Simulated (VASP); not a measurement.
# Ga3P2 (P-3m1) in VASP: a series of runs

Ga3P2 is run at these levels: PBE; tasks: relaxation of cell and atoms, single point.

All numbers are computed with VASP 6.6.1; they aren't measurements. Logs are shortened: lines on timing, memory, paths and dates and some standing lists are left out, and cuts for length are marked.

### Step 1. The cell of the first run

It takes space group P-3m1 (No. 164, trigonal). The conventional cell has a = 3.985 Å, b = 3.985 Å, c = 6.200 Å, α = 90.00°, β = 90.00°, γ = 120.00°. Within 3.6 Å of Ga (site symmetry -3m) lie 6 P at 2.76 Å and 6 Ga at 3.18 Å. Ga (site symmetry 3m) has 4 P at 2.40 to 2.48 Å and 6 Ga at 2.92 to 3.18 Å within 3.2 Å. Within 3.2 Å of P (site symmetry 3m) lie 7 Ga at 2.40 to 2.76 Å.

### Step 2. Relaxation of cell and atoms, PBE

INCAR reads:

```
SYSTEM = Ga3P2
ALGO = Normal
EDIFF = 1E-6
EDIFFG = -0.04
ENCUT = 600
GGA = PE
IBRION = 2
ISIF = 3
ISMEAR = 0
LASPH = .True.
LCHARG = .False.
LREAL = .False.
LWAVE = .False.
NELM = 80
NSW = 90
PREC = Accurate
SIGMA = 0.1
```

KPOINTS reads:

```
k-points
0
Gamma
  6 6 4
  0 0 0
```

POSCAR reads:

```
Ga3P2
1.0
    3.9847638299      0.0000000000      0.0000000000
   -1.9923819149      3.4509067048      0.0000000000
    0.0000000000      0.0000000000      6.1996452480
Ga P
3 2
Direct
    0.0000000000      0.0000000000      0.0000000000
    0.3333333333      0.6666666667      0.6450000000
    0.6666666667      0.3333333333      0.3550000000
    0.3333333333      0.6666666667      0.2450000000
    0.6666666667      0.3333333333      0.7550000000
```

Potentials or basis: VASP PAW PBE potentials, release 64 (Ga_d, P).

Command:

```
> cat potpaw_PBE.64/Ga_d/POTCAR potpaw_PBE.64/P/POTCAR > POTCAR
> mpirun -np 1 vasp_std > vasp.out
```

OUTCAR:

```text
SYSTEM = Ga3P2
   EDIFF = 1E-6
   EDIFFG = -0.04
   ENCUT = 600
   GGA = PE
   IBRION = 2
   ISIF = 3
   ISMEAR = 0
   LASPH = .True.
   LREAL = .False.
   NELM = 80
   NSW = 90
   PREC = Accurate

 ion  position               nearest neighbor table
   1  0.000  0.000  0.000-   4 2.76   5 2.76   4 2.76   5 2.76   5 2.76   4 2.76
   2  0.333  0.667  0.645-   5 2.40   5 2.40   5 2.40   4 2.48   3 2.92   3 2.92   3 2.92
   3  0.667  0.333  0.355-   4 2.40   4 2.40   4 2.40   5 2.48   2 2.92   2 2.92   2 2.92
   4  0.333  0.667  0.245-   3 2.40   3 2.40   3 2.40   2 2.48   1 2.76   1 2.76   1 2.76
   5  0.667  0.333  0.755-   2 2.40   2 2.40   2 2.40   3 2.48   1 2.76   1 2.76   1 2.76

  LATTYP: Found a hexagonal cell.
 ALAT       =     3.9847638299
 C/A-ratio  =     1.5558375634

  Lattice vectors:

 A1 = (   3.9847638299,   0.0000000000,   0.0000000000)
 A2 = (  -1.9923819149,   3.4509067048,   0.0000000000)
 A3 = (   0.0000000000,   0.0000000000,   6.1996452480)

Analysis of symmetry for initial positions (statically):
=====================================================================
 Subroutine PRICEL returns:
 Original cell was already a primitive cell.

 Routine SETGRP: Setting up the symmetry group for a
 hexagonal supercell.

 Subroutine GETGRP returns: Found 12 space group operations
 (whereof 12 operations were pure point group operations)
 out of a pool of 24 trial point group operations.

The static configuration has the point symmetry D_3d.

Analysis of symmetry for dynamics (positions and initial velocities):
=====================================================================
 Subroutine PRICEL returns:
 Original cell was already a primitive cell.

 Routine SETGRP: Setting up the symmetry group for a
 hexagonal supercell.

 Subroutine GETGRP returns: Found 12 space group operations
 (whereof 12 operations were pure point group operations)
 out of a pool of 24 trial point group operations.

The dynamic configuration has the point symmetry D_3d.

 Subroutine INISYM returns: Found 12 space group operations
 (whereof 12 operations are pure point group operations),
 and found     1 'primitive' translations

----------------------------------------------------------------------------------------

                                     Primitive cell

  volume of cell :      85.2516

  direct lattice vectors                    reciprocal lattice vectors
     3.984763830  0.000000000  0.000000000     0.250955902  0.144889457  0.000000000
    -1.992381915  3.450906705  0.000000000     0.000000000  0.289778915  0.000000000
[... 96 lines left out ...]
   ISIF   =      3    stress and relaxation
   ISYM   =      2    0-nonsym 1-usesym 2-fastsym
   POTIM  = 0.5000    time-step for ionic-motion
   TEBEG  =    0.0;   TEEND  =   0.0 temperature during run
   PSTRESS=    0.0 pullay stress
   NELECT =      49.0000    total number of electrons
   NUPDOWN=      -1.0000    fix difference up-down
   EMIN   =  10.00;   EMAX   =-10.00  energy-range for DOS
   EFERMI =   0.00;   METHOD = LEGACY
   ISMEAR =     0;   SIGMA  =   0.10  broadening in eV -4-tet -1-fermi 0-gaus
   EFERMI_NEDOS =   21; number of points for ismear=-14 and -15
   IALGO  =     38    algorithm
   IMIX   =      4    mixing-type and parameters
     AMIX     =   0.40;   BMIX     =  1.00
     AMIX_MAG =   1.60;   BMIX_MAG =  1.00
  volume/ion in A,a.u.               =      17.05       115.06
  Fermi-wavevector in a.u.,A,eV,Ry     =   1.361150  2.572200 25.207911  1.852729
  Thomas-Fermi vector in A             =   2.487751
   LORBIT       =      0    0 simple, 1 ext, 2 COOP (PROOUT), +10 PAW based schemes
   GGA     = PE    functional components
   LHFCALC =     F    Hartree Fock is set to
   AEXX    =    0.0000 exact exchange contribution
   IVDW    =     0    specifies the selected vdW correction
   LEPSILON=     F    determine dielectric tensor
   LRPA    =     F    only Hartree local field effects (RPA)
 conjugate gradient relaxation of ions
 non-spin polarized calculation
 Gauss-broadening in eV      SIGMA  =   0.10
  energy-cutoff  :      600.00
  volume of cell :       85.25
 maximum number of plane-waves:      2880
   NGX = 15   NGY = 15   NGZ = 25

--------------------------------------- Ionic step        1  -------------------------------------------

 number of electron      49.0000013 magnetization

 Free energy of the ion-electron system (eV)
  ---------------------------------------------------
  ext. energy  EPLUGINS =         0.00000000
  ---------------------------------------------------
  free energy    TOTEN  =       -19.11661665 eV

  energy without entropy =      -19.10527452  energy(sigma->0) =      -19.11094559

------------------------ aborting loop because EDIFF is reached ----------------------------------------

  FORCE on cell =-STRESS in cart. coord.  units (eV):
  Direction    XX          YY          ZZ          XY          YZ          ZX
  --------------------------------------------------------------------------------------
  -------------------------------------------------------------------------------------
  Total        6.3180808      6.3180808      6.5664910      0.0000000     -0.0000000      0.0000000
  in kB      118.7389261    118.7389261    123.4074247      0.0000000     -0.0000000      0.0000000
  external PRESSURE =     120.2950923 kB  Pullay stress =       0.0000000 kB
[... 98 lines left out ...]
  FREE ENERGIE OF THE ION-ELECTRON SYSTEM (eV)
  ---------------------------------------------------
  free  energy   TOTEN  =       -19.5571941847 eV

  energy  without entropy=      -19.5471053896  energy(sigma->0) =      -19.55214979

[... ionic steps 4 to 16 ...]

--------------------------------------- Ionic step       17  -------------------------------------------

 number of electron      48.9999998 magnetization

------------------------ aborting loop because EDIFF is reached ----------------------------------------
[... 73 lines left out ...]
--------------------------------------- Ionic step       19  -------------------------------------------

 number of electron      48.9999997 magnetization

 Free energy of the ion-electron system (eV)
  ---------------------------------------------------
  ext. energy  EPLUGINS =         0.00000000
  ---------------------------------------------------
  free energy    TOTEN  =       -19.58215358 eV

  energy without entropy =      -19.57395087  energy(sigma->0) =      -19.57805223

 E-fermi :   5.6656     XC(G=0): -10.1905

 val. band max:        5.6244657450   @ k =   0.3333   0.3333   0.5000
 cond. band min:       5.6683407033   @ k =   0.3333   0.1667   0.5000
 fundamental gap:      0.0438749583
 Fermi energy:         5.6656023789

 k-point     1 :       0.0000    0.0000    0.0000
  band No.  band energies     occupation
      1      -9.8139      2.00000
      2      -9.7224      2.00000
      3      -9.7224      2.00000
      4      -9.7172      2.00000
      5      -9.7172      2.00000
      6      -9.6514      2.00000
[... 789 lines left out ...]
  FREE ENERGIE OF THE ION-ELECTRON SYSTEM (eV)
  ---------------------------------------------------
  free  energy   TOTEN  =       -19.5821535803 eV

  energy  without entropy=      -19.5739508718  energy(sigma->0) =      -19.57805223

 reached required accuracy - stopping structural energy minimisation
```

OSZICAR:

```text
N       E                     dE             d eps       ncg     rms          rms(c)
DAV:   1     0.367363413626E+03    0.36736E+03   -0.25715E+04  1461   0.301E+03
DAV:   2     0.275861953714E+02   -0.33978E+03   -0.33096E+03  1463   0.576E+02
[... 155 lines left out ...]
  18 F= -.19581678E+02 E0= -.19577580E+02  d E =-.436412E-03
       N       E                     dE             d eps       ncg     rms          rms(c)
DAV:   1    -0.195816812645E+02   -0.34976E-05   -0.21804E-01  1694   0.251E+00    0.520E-02
DAV:   2    -0.195821517525E+02   -0.47049E-03   -0.48756E-03  1945   0.482E-01    0.173E-02
DAV:   3    -0.195821544345E+02   -0.26820E-05   -0.84219E-05  1782   0.712E-02    0.103E-02
DAV:   4    -0.195821535803E+02    0.85424E-06   -0.83313E-06  1848   0.209E-02
  19 F= -.19582154E+02 E0= -.19578052E+02  d E =-.475935E-03
```

Run time: 15 min. Hardware: 1 thread of AMD EPYC 7R32 (Zen 2), shared host; peak memory 0.22 GiB.

Results:

```yaml
Free_energy: -19.5822 eV
Relaxed_volume: 20.06 Å³/atom
Relaxed_cell: a = 4.173 Å, b = 4.173 Å, c = 6.650 Å, α = 90.00°, β = 90.00°, γ = 120.00°
Space_group_after_relaxing_to_0.1_Å: P-3m1 (No. 164)
Energy_gained_by_relaxing: 93.1 meV/atom
Ionic_steps: 19
Pressure_after_relaxing: 0.0 GPa
Largest_force_after_relaxing: 0.023 eV/Å
Band_gap_on_the_k_mesh: zero (an odd number of electrons rules out a gap without spin polarisation)
```

Forces in eV/Å, atoms in the order of the input:
```
Ga   0.000  0.000  0.000
Ga   0.000  0.000 -0.023
Ga   0.000  0.000  0.023
P    0.000  0.000  0.011
P    0.000  0.000 -0.011
```

Step by step:
```csv
step,energy change (eV),largest force (eV/Å),pressure (GPa),volume (Å³)
1,0.0000,0.5036,12.03,85.25
2,-0.4125,0.4083,-2.00,102.04
3,-0.4406,0.2674,0.16,98.16
4,-0.4405,0.2782,-0.04,98.43
5,-0.4468,0.2329,-0.11,98.73
6,-0.4576,0.1151,-0.18,99.49
7,-0.4546,0.1418,-0.26,101.03
8,-0.4605,0.0294,-0.26,100.11
9,-0.4629,0.0196,0.29,99.40
10,-0.4629,0.0222,0.36,99.35
11,-0.4646,0.0534,0.11,99.79
12,-0.4646,0.0557,0.21,99.82
13,-0.4646,0.0603,0.22,99.87
14,-0.4646,0.0687,0.11,99.96
15,-0.4646,0.0615,0.07,99.90
16,-0.4646,0.0605,0.24,99.88
17,-0.4650,0.0433,-0.17,100.54
18,-0.4651,0.0499,-0.13,100.32
19,-0.4655,0.0231,-0.04,100.31
```

Final structure:
```
CELL_PARAMETERS angstrom
4.17342 0.00000 0.00000
-2.08671 3.61429 0.00000
0.00000 0.00000 6.65002
ATOMIC_POSITIONS crystal
Ga 0.00000 0.00000 0.00000
Ga 0.33333 0.66667 0.64703
Ga 0.66667 0.33333 0.35297
P 0.33333 0.66667 0.25488
P 0.66667 0.33333 0.74512
```

Levels at points of the mesh, in eV from the Fermi level:
| k point | band 22 | band 23 | band 24 | band 25 | band 26 | band 27 | band 28 | band 29 |
| --- | --- | --- | --- | --- | --- | --- | --- | --- |
| (0.00, 0.00, 0.00) | -2.29 | -1.75 | -1.75 | -1.16 | 1.27 | 1.27 | 1.32 | 2.88 |
| (0.50, 0.00, 0.00) | -4.22 | -2.51 | -1.78 | -0.18 | 0.36 | 1.76 | 3.25 | 3.85 |
| (0.00, 0.00, 0.50) | -2.11 | -1.83 | -1.83 | -0.69 | 0.51 | 1.07 | 1.07 | 2.36 |
| (0.50, 0.00, 0.50) | -3.26 | -2.82 | -2.80 | -1.08 | 0.11 | 1.50 | 3.42 | 3.62 |

Caveat: the volume moved by over 15 % at a fixed basis, so the end points are rough.

### Step 3. Single point, PBE

This run uses another cell than the first one, of 19.91 Å³/atom.

INCAR reads:

```
SYSTEM = Ga3P2
PREC = Accurate
ENCUT = 520
EDIFF = 1E-7
ISMEAR = 0
SIGMA = 0.1
LREAL = .FALSE.
LASPH = .TRUE.
NELM = 80
ALGO = Normal
ISIF = 2
LWAVE = .FALSE.
LCHARG = .TRUE.
GGA = PE
LELF = .TRUE.
LVHAR = .TRUE.
NBANDS = 32
```

KPOINTS reads:

```
Automatic mesh
0
G
  12 12 6
  0 0 0
```

POSCAR reads:

```
Ga3P2
1.0
    4.2074157258      0.0000000000      0.0000000000
   -2.1037078629      3.6437289028      0.0000000000
    0.0000000000      0.0000000000      6.4941523762
Ga P
3 2
Direct
    0.0000000000      0.0000000000      0.0000000000
    0.3333333333      0.6666666667      0.6492511125
    0.6666666667      0.3333333333      0.3507488875
    0.3333333333      0.6666666667      0.2537277850
    0.6666666667      0.3333333333      0.7462722150
```

Potentials or basis: VASP PAW PBE potentials, release 64 (Ga_d, P).

Command:

```
> cat potpaw_PBE.64/Ga_d/POTCAR potpaw_PBE.64/P/POTCAR > POTCAR
> mpirun -np 1 vasp_std > vasp.out
```

Run time: 5.8 min. Hardware: 1 thread of AMD EPYC 7R32 (Zen 2), shared host; peak memory 0.34 GiB.

Results (log left out):

- Free energy: -19.5393 eV
- Pressure: 0.0 GPa
- Largest force: 0.010 eV/Å
- Band gap on the k mesh: zero (an odd number of electrons rules out a gap without spin polarisation)

Forces on the atoms (eV/Å):
```
Ga   0.000  0.000  0.000
Ga   0.000  0.000 -0.010
Ga   0.000  0.000  0.010
P    0.000  0.000 -0.006
P    0.000  0.000  0.006
```

Levels at points of the mesh, in eV from the Fermi level:
```
           k point  band 22  band 23  band 24  band 25  band 26  band 27  band 28  band 29
(0.00, 0.00, 0.00)    -2.20    -1.71    -1.71    -0.93     1.20     1.20     1.40     2.95
(0.50, 0.00, 0.00)    -4.25    -2.40    -1.77    -0.11     0.42     1.81     3.64     4.29
(0.00, 0.00, 0.50)    -2.12    -1.80    -1.80    -0.77     0.49     0.97     0.97     2.33
(0.50, 0.00, 0.50)    -3.26    -2.68    -2.59    -0.96     0.30     1.61     3.58     3.83
```

The gap in the log of VASP goes by the Fermi energy; the results here count the filled bands.